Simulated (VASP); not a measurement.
Crystal: SnO.

```
Sn O
1.0
     2.73691   -2.73780    0.00000
     2.73691    2.73780    0.00000
     0.00000    0.00000   10.22196
Sn O
4 4
Cartesian
  2.7369 -1.2952 8.8303
  2.7369 -1.4426 3.7193
  2.7369 1.2952 1.3916
  2.7369 1.4426 6.5026
  1.3685 -0.0654 2.5555
  1.3685 0.0654 7.6665
  4.1054 -0.0654 2.5555
  4.1054 0.0654 7.6665
```

```yaml
Program: VASP 6.6.1
Task: relaxation of cell and atoms
Functional: PBEsol
Potentials_or_basis: VASP PAW PBE potentials, release 64 (Sn_d, O)
Cutoff: 600 eV
k_mesh: 6 × 6 × 2
Occupations: fermi-dirac, width 0.05 eV
Spin: no spin polarisation
```

At the start: pressure -3.9 GPa; volume 19.15 Å³/atom.

Task: Where does the relaxation end?

Result: Over 19 steps the energy falls by 21.6 meV/atom and the volume is 16.99 Å³/atom (-11.3 %); space group Cmce (No. 64, to 0.1 Å) before, P4/nmm (No. 129, to 0.1 Å).

Step by step:
| step | energy change (eV) | largest force (eV/Å) | pressure (GPa) | volume (Å³) |
| --- | --- | --- | --- | --- |
| 1 | 0.0000 | 0.3101 | -3.91 | 153.19 |
| 2 | -0.0239 | 0.9277 | 3.11 | 143.05 |
| 3 | -0.0780 | 0.3433 | -0.33 | 147.51 |
| 4 | -0.0968 | 0.2335 | -0.27 | 145.99 |
| 5 | -0.1137 | 0.0315 | -0.10 | 142.64 |
| 6 | -0.1322 | 0.0380 | -0.04 | 141.11 |
| 7 | -0.1636 | 0.0648 | 0.34 | 136.71 |
| 8 | -0.1646 | 0.0729 | 0.52 | 135.39 |
| 9 | -0.1648 | 0.0708 | 0.47 | 135.72 |
| 10 | -0.1600 | 0.2245 | -1.19 | 137.03 |
| 11 | -0.1662 | 0.0615 | -0.07 | 136.14 |
| 12 | -0.1675 | 0.0390 | -0.05 | 136.14 |
| 13 | -0.1681 | 0.0428 | -0.02 | 136.14 |
| 14 | -0.1682 | 0.0531 | 0.00 | 136.13 |
| 15 | -0.1694 | 0.0508 | -0.03 | 136.13 |
| 16 | -0.1710 | 0.0811 | -0.12 | 136.11 |
| 17 | -0.1717 | 0.0578 | 0.02 | 135.99 |
| 18 | -0.1722 | 0.0401 | 0.31 | 135.76 |
| 19 | -0.1730 | 0.0272 | 0.20 | 135.93 |

Final structure:
```
Sn O
1.0
     2.68248   -2.68245    0.00000
     2.68248    2.68245    0.00000
     0.00000    0.00000    9.44537
Sn O
4 4
Direct
  0.74797 0.25203 0.87290
  0.75203 0.24797 0.37290
  0.25203 0.74797 0.12710
  0.24797 0.75203 0.62710
  0.25132 0.24868 0.25000
  0.24868 0.25132 0.75000
  0.75132 0.74868 0.25000
  0.74868 0.75132 0.75000
```

Caveat: the PAW data sets were made with another functional, which shifts forces and pressure a little.
